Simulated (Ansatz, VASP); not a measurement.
# FeSi: VASP beside Ansatz

```
Fe Si
1.0
     4.53520    0.00000    0.00000
     0.00000    4.53520    0.00000
     0.00000    0.00000    4.53520
Fe Si
4 4
Direct
  0.13285 0.13285 0.13285
  0.36715 0.86715 0.63285
  0.63285 0.36715 0.86715
  0.86715 0.63285 0.36715
  0.83933 0.83933 0.83933
  0.66067 0.16067 0.33933
  0.33933 0.66067 0.16067
  0.16067 0.33933 0.66067
```

Alike in both runs: functional PBE; k mesh 8 × 8 × 8; occupations gaussian, width 0.01 eV; no spin polarisation.

Ansatz relaxed the structure, and its values are those at the end. VASP's run is a single point on that final structure, the one shown.

```csv
,VASP,Ansatz
version,VASP 6.6.1,Ansatz 0.2.0
potentials or method,"VASP PAW PBE potentials, release 64 (Fe, Si), cutoff 520 eV","scalar-relativistic, plane waves, PAW"
valence electrons in the cell,48,80
```

VASP gave:

| Quantity | Value |
| --- | --- |
| gap on the k mesh at the Fermi level (eV) | 0.16 |
| least direct gap on the mesh (eV) | 0.18 |
| pressure (GPa) | -10.9 |
| rms of the force components (eV/Å) | 0.013 |

Problem. What did Ansatz give for the same quantities?

Solution. gap on the k mesh at the Fermi level (eV): 0.17; least direct gap on the mesh (eV): 0.18; pressure (GPa): -11.0; rms of the force components (eV/Å): 0.001.

The functional is the same, so the differences come from potentials, cutoffs and numerics. VASP's potentials hold 48 valence electrons a cell and Ansatz's 80, so a difference there can come from the potentials and not from the codes. Ansatz's warnings: stress scf threshold loose.
